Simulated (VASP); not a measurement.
Input of a VASP 6.6.1 run:

INCAR

```
ALGO     = Normal         # electronic algorithm
EDIFF    = 1E-7           # SCF threshold, eV
ENCUT    = 520            # plane-wave cutoff, eV
GGA      = PE             # functional
ISIF     = 2              # what is computed and relaxed
ISMEAR   = 0              # smearing method
LASPH    = T              # aspherical terms in the spheres
LCHARG   = F              # write CHGCAR
LREAL    = F              # projectors in reciprocal space
LWAVE    = F              # write WAVECAR
NBANDS   = 21             # bands
NELM     = 100            # most SCF steps
PREC     = Accurate       # precision mode
SIGMA    = 0.15           # smearing width, eV
```

File KPOINTS:

```
k-points
0
Gamma
  18 18 18
```

File POSCAR:

```
Ge
1.0
    0.0000000000      2.7941187278      2.7941187278
    2.7941187278      0.0000000000      2.7941187278
    2.7941187278      2.7941187278      0.0000000000
Ge
2
Direct
    0.5000000000      0.5000000000      0.5000000000
    0.7500000000      0.7500000000      0.7500000000
```

Potentials or basis: VASP PAW PBE potentials, release 64 (Ge_d).

Run with:

```bash
$ cat potpaw_PBE.64/Ge_d/POTCAR > POTCAR
$ mpirun -np 1 vasp_std > vasp.out
```

Q: Estimate the band gap on the k mesh.

A: 0.30 eV, indirect (least direct gap 0.38 eV).

Q: Estimate the pressure.

A: 6.7 GPa.

Caveat: the cell differs from its parent crystal (strain -0.030 along x and y, -0.030 along z). A k mesh can miss the band edges.
